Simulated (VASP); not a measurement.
# GaN: single point with PBE

System: GaN, a wire with vacuum.

```
CELL_PARAMETERS angstrom
9.80000 0.00000 0.00000
0.00000 9.30000 0.00000
0.00000 0.00000 3.19067
ATOMIC_POSITIONS crystal
Ga 0.45930 0.50000 0.00000
N 0.54070 0.50000 0.50000
```

```json
{"Program": "VASP 6.6.1", "Task": "single point", "Functional": "PBE", "Potentials or basis": "VASP PAW PBE potentials, release 64 (Ga_d, N)", "Cutoff": "520 eV", "k mesh": "1 × 1 × 20", "Occupations": "gaussian, width 0.05 eV", "Spin": "collinear spin, ferromagnetic start", "Starting moments": "[0.5, 0.5] μB", "Dipole correction": "no", "Further INCAR settings": "ALGO = Normal; EDIFF = 1e-06; NBANDS = 20"}
```

| Item | Value |
| --- | --- |
| Largest force | 1.517 eV/Å |
| Band gap on the k mesh | 1.50 eV |
| Net moment | 0.00 μB per cell |
| Valence electrons inside the program's atomic spheres | Ga 11.82; N 3.62 |

Forces in eV/Å, atoms in the order of the input:
```
Ga   1.517  0.000  0.000
N   -1.517  0.000  0.000
```

Levels at points of the mesh, in eV from the valence-band top:
Spin up:
```
           k point  band 5  band 6  band 7  band 8  band 9  band 10  band 11  band 12  band 13  band 14
(0.00, 0.00, 0.00)  -13.89  -12.20   -2.99   -1.72   -1.62     1.58     4.40     4.87     4.95     6.01
(0.00, 0.00, 0.50)  -13.99  -11.73   -6.04   -1.17    0.00     1.50     4.09     6.23     8.10     8.69
```
Spin down:
| k point | band 6 | band 7 | band 8 | band 9 | band 10 | band 11 | band 12 | band 13 |
| --- | --- | --- | --- | --- | --- | --- | --- | --- |
| (0.00, 0.00, 0.00) | -12.20 | -2.99 | -1.72 | -1.62 | 1.58 | 4.40 | 4.87 | 4.95 |
| (0.00, 0.00, 0.50) | -11.73 | -6.04 | -1.17 | 0.00 | 1.50 | 4.09 | 6.23 | 8.10 |

Run time: 5 min on 1 thread of Intel Xeon 8259CL (shared host), peak memory 0.49 GiB.
